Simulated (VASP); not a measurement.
# W (Fm-3m) in VASP: single point with PBEsol-based screened hybrid with 25 % exact exchange

Aim: the single point of W with PBEsol-based screened hybrid with 25 % exact exchange.

Program: VASP 6.6.1. These are calculated values, not measurements. Logs are shortened: lines on timing, memory, paths and dates and some standing lists are left out, and cuts for length are marked.

## 1. The cell of the first run

The structure is cubic, space group Fm-3m (No. 225). The conventional cell has a = 4.060 Å, b = 4.060 Å, c = 4.060 Å, α = 90.00°, β = 90.00°, γ = 90.00°. Within 3.8 Å of W (site symmetry m-3m) lie 12 W at 2.87 Å.

This isn't the form of W at room conditions, which is bcc.

## 2. Single point, PBEsol-based screened hybrid with 25 % exact exchange

POSCAR

```
W
1.0
    0.0000000000      2.0300000000      2.0300000000
    2.0300000000      0.0000000000      2.0300000000
    2.0300000000      2.0300000000      0.0000000000
W
1
Direct
    0.0000000000      0.0000000000      0.0000000000
```

INCAR.step1

```
  ALGO = Normal
  EDIFF = 1E-5
  ENCUT = 520
  GGA = PE
  ISIF = 2
  ISMEAR = -1
  LASPH = True
  LREAL = False
  LWAVE = True
  NBANDS = 13
  NELM = 100
  PREC = Accurate
  SIGMA = 0.05
```

INCAR.step2

```
  AEXX = 0.25
  ALGO = Normal
  EDIFF = 1E-6
  ENCUT = 520
  GGA = PS
  HFSCREEN = 0.207
  ISIF = 2
  ISMEAR = -1
  ISTART = 1
  LASPH = True
  LCHARG = True
  LELF = True
  LHFCALC = True
  LREAL = False
  LVHAR = True
  LWAVE = False
  NBANDS = 13
  NELM = 100
  PREC = Accurate
  PRECFOCK = Normal
  SIGMA = 0.05
```

KPOINTS

```
k-points
0
Gamma
  6 6 6
```

Potentials or basis: VASP PAW PBE potentials, release 64 (W_sv).

Run with:

```bash
cat potpaw_PBE.64/W_sv/POTCAR > POTCAR
cp INCAR.step1 INCAR
mpirun -np 1 vasp_std > vasp.out
cp INCAR.step2 INCAR
mpirun -np 1 vasp_std > vasp.out
```

OUTCAR:

```text
AEXX = 0.25
   EDIFF = 1E-6
   ENCUT = 520
   GGA = PS
   HFSCREEN = 0.207
   ISIF = 2
   ISMEAR = -1
   ISTART = 1
   LASPH = True
   LHFCALC = True
   LREAL = False
   NELM = 100
   PREC = Accurate
   PRECFOCK = Normal

 ion  position               nearest neighbor table
   1  0.000  0.000  0.000-

  LATTYP: Found a face centered cubic cell.
 ALAT       =     4.0600000000

  Lattice vectors:

 A1 = (   0.0000000000,   2.0300000000,   2.0300000000)
 A2 = (   2.0300000000,   0.0000000000,   2.0300000000)
 A3 = (   2.0300000000,   2.0300000000,   0.0000000000)

Analysis of symmetry for initial positions (statically):
=====================================================================
 Subroutine PRICEL returns:
 Original cell was already a primitive cell.

 Routine SETGRP: Setting up the symmetry group for a
 face centered cubic supercell.

 Subroutine GETGRP returns: Found 48 space group operations
 (whereof 48 operations were pure point group operations)
 out of a pool of 48 trial point group operations.

The static configuration has the point symmetry O_h .

Analysis of symmetry for dynamics (positions and initial velocities):
=====================================================================
 Subroutine PRICEL returns:
 Original cell was already a primitive cell.

 Routine SETGRP: Setting up the symmetry group for a
 face centered cubic supercell.

 Subroutine GETGRP returns: Found 48 space group operations
 (whereof 48 operations were pure point group operations)
 out of a pool of 48 trial point group operations.

The dynamic configuration has the point symmetry O_h .

 Subroutine INISYM returns: Found 48 space group operations
 (whereof 48 operations are pure point group operations),
 and found     1 'primitive' translations

----------------------------------------------------------------------------------------

                                     Primitive cell

  volume of cell :      16.7309

  direct lattice vectors                    reciprocal lattice vectors
     0.000000000  2.030000000  2.030000000    -0.246305419  0.246305419  0.246305419
     2.030000000  0.000000000  2.030000000     0.246305419 -0.246305419  0.246305419
     2.030000000  2.030000000  0.000000000     0.246305419  0.246305419 -0.246305419

  length of vectors
     2.870853532  2.870853532  2.870853532     0.426613499  0.426613499  0.426613499

  position of ions in fractional coordinates (direct lattice)
     0.000000000  0.000000000  0.000000000

  ion indices of the primitive-cell ions
   primitive index   ion index
                 1           1

----------------------------------------------------------------------------------------

 KPOINTS: k-points

Automatic generation of k-mesh.
 Grid dimensions read from file:
 generate k-points for:    6    6    6

 Generating k-lattice:

  Cartesian coordinates                     Fractional coordinates (reciprocal lattice)
    -0.041050903  0.041050903  0.041050903     0.166666667  0.000000000  0.000000000
     0.041050903 -0.041050903  0.041050903     0.000000000  0.166666667  0.000000000
     0.041050903  0.041050903 -0.041050903     0.000000000  0.000000000  0.166666667

  Length of vectors
     0.071102250  0.071102250  0.071102250

  Shift w.r.t. Gamma in fractional coordinates (k-lattice)
     0.000000000  0.000000000  0.000000000

 Subroutine IBZKPT returns following result:
 ===========================================

 Found     16 irreducible k-points:

 Following reciprocal coordinates:
            Coordinates               Weight
  0.000000  0.000000  0.000000      1.000000
  0.166667  0.000000  0.000000      8.000000
  0.333333  0.000000  0.000000      8.000000
  0.500000  0.000000  0.000000      4.000000
  0.166667  0.166667  0.000000      6.000000
  0.333333  0.166667  0.000000     24.000000
[... 8 lines left out ...]
 -0.333333  0.333333  0.166667     24.000000
 -0.333333  0.500000  0.166667     12.000000
   k-points           NKPTS =     16   k-points in BZ     NKDIM =    216   number of bands    NBANDS=     13
   number of dos      NEDOS =    301   number of ions     NIONS =      1
   total plane-waves  NPLWV =  13824
   dimension x,y,z NGX =    24 NGY =   24 NGZ =   24
   dimension x,y,z NGXF=    48 NGYF=   48 NGZF=   48
   ions per type =               1
   NGX,Y,Z   is equivalent  to a cutoff of  13.90, 13.90, 13.90 a.u.
   NGXF,Y,Z  is equivalent  to a cutoff of  27.80, 27.80, 27.80 a.u.
 SYSTEM =  unknown system
   PREC   = accura    normal or accurate (medium, high low for compatibility)
   ISTART =      1    job   : 0-new  1-cont  2-samecut
   ICHARG =      0    charge: 1-file 2-atom 10-const
   ISPIN  =      1    spin polarized calculation?
   LNONCOLLINEAR =      F non collinear calculations
   LSORBIT =      F    spin-orbit coupling
   LASPH  =      T    aspherical Exc in radial PAW
   ENCUT  =  520.0 eV  38.22 Ry    6.18 a.u.   5.34  5.34  5.34*2*pi/ulx,y,z
   NELM   =    100;   NELMIN=  2; NELMDL=  0     # of ELM steps
   EDIFF  = 0.1E-05   stopping-criterion for ELM
   LREAL  =      F    real-space projection
   EDIFFG = 0.1E-04   stopping-criterion for IOM
   NSW    =      0    number of steps for IOM
   IBRION =     -1    ionic relax: 0-MD 1-quasi-New 2-CG
   NFREE  =      0    steps in history (QN), initial steepest desc. (CG)
   ISIF   =      2    stress and relaxation
   ISYM   =      3    0-nonsym 1-usesym 2-fastsym
   POTIM  = 0.5000    time-step for ionic-motion
   TEBEG  =    0.0;   TEEND  =   0.0 temperature during run
   PSTRESS=    0.0 pullay stress
   NELECT =      14.0000    total number of electrons
   NUPDOWN=      -1.0000    fix difference up-down
   EMIN   =  10.00;   EMAX   =-10.00  energy-range for DOS
   EFERMI =   0.00;   METHOD = LEGACY
   ISMEAR =    -1;   SIGMA  =   0.05  broadening in eV -4-tet -1-fermi 0-gaus
   EFERMI_NEDOS =   21; number of points for ismear=-14 and -15
   IALGO  =     38    algorithm
   IMIX   =      1    mixing-type and parameters
     AMIX     =   0.40;   BMIX     =  1.00
     AMIX_MAG =   1.60;   BMIX_MAG =  1.00
  volume/ion in A,a.u.               =      16.73       112.91
  Fermi-wavevector in a.u.,A,eV,Ry     =   1.542688  2.915258 32.380324  2.379887
  Thomas-Fermi vector in A             =   2.648457
   LORBIT       =      0    0 simple, 1 ext, 2 COOP (PROOUT), +10 PAW based schemes
   GGA     = PS    functional components
   LHFCALC =     T    Hartree Fock is set to
   PRECFOCK=normal    Normal, Fast or Accurate (Low or Medium for compatibility)
   ENCUT4O =  -1.0   cutoff for four orbital integrals eV
   NKREDX  =     1    reduce k-point grid by
   NKREDY  =     1    reduce k-point grid by
   NKREDZ  =     1    reduce k-point grid by
   AEXX    =    0.2500 exact exchange contribution
   HFSCREEN=    0.2070 screening length (either q_TF or 0.3 A-1)
   HFSCREENC=   0.2070 screening length for correlation (either q_TF or 0.3 A-1)
   ENCUTFOCK=  -1.0 apply spherical cutoff to Coloumb kernel
   IVDW    =     0    specifies the selected vdW correction
   LEPSILON=     F    determine dielectric tensor
   LRPA    =     F    only Hartree local field effects (RPA)
 non-spin polarized calculation
  energy-cutoff  :      520.00
  volume of cell :       16.73
 maximum number of plane-waves:       464
 NGX is ok and might be reduce to    24
  NGX = 18; NGY = 18; NGZ = 18

 number of electron      14.0000002 magnetization

 Free energy of the ion-electron system (eV)
  ---------------------------------------------------
  ext. energy  EPLUGINS =         0.00000000
  ---------------------------------------------------
  free energy    TOTEN  =       -14.83563352 eV

  energy without entropy =      -14.82757879  energy(sigma->0) =      -14.83160615

 E-fermi :  10.0240     XC(G=0): -10.9360

 val. band max:        9.9501299173   @ k =   0.5000   0.3333   0.0000
 cond. band min:      10.0424449204   @ k =   0.3333   0.3333   0.0000
 fundamental gap:      0.0923150031
 Fermi energy:        10.0240028389

 k-point     1 :       0.0000    0.0000    0.0000
  band No.  band energies     occupation
      1     -67.9253      2.00000
      2     -30.0115      2.00000
      3     -30.0115      2.00000
      4     -30.0115      2.00000
      5      -0.1841      2.00000
      6       9.2823      2.00000
      7       9.2823      2.00000
      8       9.2823      2.00000
      9      13.1080      0.00000
     10      13.1080      0.00000
     11      23.5196      0.00000
     12      28.9628      0.00000
     13      28.9628      0.00000

 k-point     2 :       0.1667    0.0000    0.0000
  band No.  band energies     occupation
      1     -67.8961      2.00000
      2     -30.3441      2.00000
      3     -30.0528      2.00000
      4     -30.0528      2.00000
      5       1.0521      2.00000
      6       8.4296      2.00000
      7       9.7910      1.98123
      8       9.7910      1.98123
      9      12.7679      0.00000
     10      12.7679      0.00000
     11      25.1534      0.00000
     12      26.4539      0.00000
     13      31.1687      0.00000

 k-point     3 :       0.3333    0.0000    0.0000
  band No.  band energies     occupation
      1     -67.8373      2.00000
      2     -30.9719      2.00000
      3     -30.1323      2.00000
      4     -30.1323      2.00000
      5       3.1670      2.00000
      6       8.4029      2.00000
      7       9.6111      1.99948
      8       9.6111      1.99948
      9      14.0506      0.00000
     10      14.0506      0.00000
     11      22.4769      0.00000
     12      26.3537      0.00000
     13      32.8698      0.00000

 k-point     4 :       0.5000    0.0000    0.0000
  band No.  band energies     occupation
      1     -67.8077      2.00000
      2     -31.2705      2.00000
      3     -30.1710      2.00000
      4     -30.1710      2.00000
      5       3.5441      2.00000
      6       9.2118      2.00000
      7       9.2118      2.00000
      8      10.2038      0.05343
      9      15.5705      0.00000
     10      15.5705      0.00000
     11      20.9250      0.00000
     12      23.1336      0.00000
     13      29.5922      0.00000

 k-point     5 :       0.1667    0.1667    0.0000
  band No.  band energies     occupation
      1     -67.8865      2.00000
      2     -30.3337      2.00000
      3     -30.1252      2.00000
      4     -30.1252      2.00000
      5       1.4732      2.00000
      6       7.7552      2.00000
      7      10.4036      0.00101
      8      10.4036      0.00101
      9      11.2178      0.00000
     10      13.6531      0.00000
     11      26.6369      0.00000
     12      27.7543      0.00000
     13      29.7952      0.00000
[... 129 lines left out ...]
 k-point    14 :       0.5000    0.3333    0.1667
  band No.  band energies     occupation
      1     -67.7982      2.00000
      2     -30.9484      2.00000
      3     -30.5135      2.00000
      4     -30.2837      2.00000
      5       5.3685      2.00000
      6       6.5174      2.00000
      7       7.8668      2.00000
      8      12.4110      0.00000
      9      13.4783      0.00000
     10      17.1727      0.00000
     11      23.2112      0.00000
     12      26.1155      0.00000
     13      27.8504      0.00000

 k-point    15 :      -0.3333    0.3333    0.1667
  band No.  band energies     occupation
      1     -67.7785      2.00000
      2     -30.9812      2.00000
      3     -30.6656      2.00000
      4     -30.3528      2.00000
      5       6.2489      2.00000
      6       6.3826      2.00000
      7       8.0101      2.00000
      8      11.7252      0.00000
      9      14.9750      0.00000
     10      19.5938      0.00000
     11      19.7315      0.00000
     12      25.7601      0.00000
     13      26.9708      0.00000

 k-point    16 :      -0.3333    0.5000    0.1667
  band No.  band energies     occupation
      1     -67.7689      2.00000
      2     -31.0054      2.00000
      3     -30.6361      2.00000
      4     -30.4682      2.00000
      5       5.1310      2.00000
      6       5.9612      2.00000
      7       9.3421      2.00000
      8      12.7557      0.00000
      9      16.2488      0.00000
     10      19.6947      0.00000
     11      20.9894      0.00000
     12      22.1609      0.00000
     13      25.9839      0.00000

------------------------ aborting loop because EDIFF is reached ----------------------------------------

  FORCE on cell =-STRESS in cart. coord.  units (eV):
  Direction    XX          YY          ZZ          XY          YZ          ZX
  --------------------------------------------------------------------------------------
  -------------------------------------------------------------------------------------
  Total       -1.5097000     -1.5097000     -1.5097000      0.0000000      0.0000000      0.0000000
  in kB     -144.5716461   -144.5716461   -144.5716461      0.0000000      0.0000000      0.0000000
  external PRESSURE =    -144.5716461 kB  Pullay stress =       0.0000000 kB

 VOLUME and BASIS-vectors are now :
 -----------------------------------------------------------------------------
  energy-cutoff  :      520.00
  volume of cell :       16.73
      direct lattice vectors                 reciprocal lattice vectors
     0.000000000  2.030000000  2.030000000    -0.246305419  0.246305419  0.246305419
     2.030000000  0.000000000  2.030000000     0.246305419 -0.246305419  0.246305419
     2.030000000  2.030000000  0.000000000     0.246305419  0.246305419 -0.246305419

 POSITION                                       TOTAL-FORCE (eV/Angst)
 -----------------------------------------------------------------------------------
      0.00000      0.00000      0.00000         0.000000      0.000000      0.000000
 -----------------------------------------------------------------------------------
    total drift:                                0.000000      0.000000      0.000000

  FREE ENERGIE OF THE ION-ELECTRON SYSTEM (eV)
  ---------------------------------------------------
  free  energy   TOTEN  =       -14.8356335223 eV

  energy  without entropy=      -14.8275787864  energy(sigma->0) =      -14.83160615
```

Wall time 20 min (1 thread of Intel Xeon Platinum 8488C (Sapphire Rapids), shared host); peak memory 0.25 GiB.

Results:

| Property | Result |
| --- | --- |
| Free energy | -14.8356 eV |
| Pressure | -14.5 GPa |
| Band gap on the k mesh | zero (bands 7 and 8 overlap by 3.56 eV) |

Caveat: the k points lie up to 0.45 Å⁻¹ apart, too coarse for converged energies and pressures of a metal; the PAW data sets were made with another functional, which shifts forces and pressure a little; spin-orbit coupling is left out, which moves the levels of the heavy elements.

The gap in the log of VASP goes by the Fermi energy; the results here count the filled bands.